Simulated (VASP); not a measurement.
Here is a VASP 6.6.1 calculation.

Contents of INCAR:

```
  PREC = Accurate
  ENCUT = 520
  EDIFF = 1E-6
  ISMEAR = -1
  SIGMA = 0.05
  LREAL = F
  LASPH = T
  NELM = 80
  ALGO = Normal
  ISIF = 2
  LWAVE = F
  LCHARG = F
  GGA = CA
  NBANDS = 16
```

File KPOINTS:

```
regular mesh
0
Gamma
  6 6 6
```

File POSCAR:

```
CdSe
1.0
    0.0000000000      2.7829995024      2.7829995024
    2.7829995024      0.0000000000      2.7829995024
    2.7829995024      2.7829995024      0.0000000000
Cd Se
1 1
Direct
    0.0000000000      0.0000000000      0.0000000000
    0.5000000000      0.5000000000      0.5000000000
```

Potentials or basis: VASP PAW LDA potentials, release 64 (Cd, Se).

Launch:

```sh
$ cat potpaw_LDA.64/Cd/POTCAR potpaw_LDA.64/Se/POTCAR > POTCAR
$ mpirun -np 1 vasp_std > vasp.out
```

Question: Predict the band gap on the k mesh.

Answer: Zero (band 9 reaches 3.08 eV, above the bottom of band 10 at 2.42 eV).

Question: Predict the pressure.

Answer: 0.7 GPa.
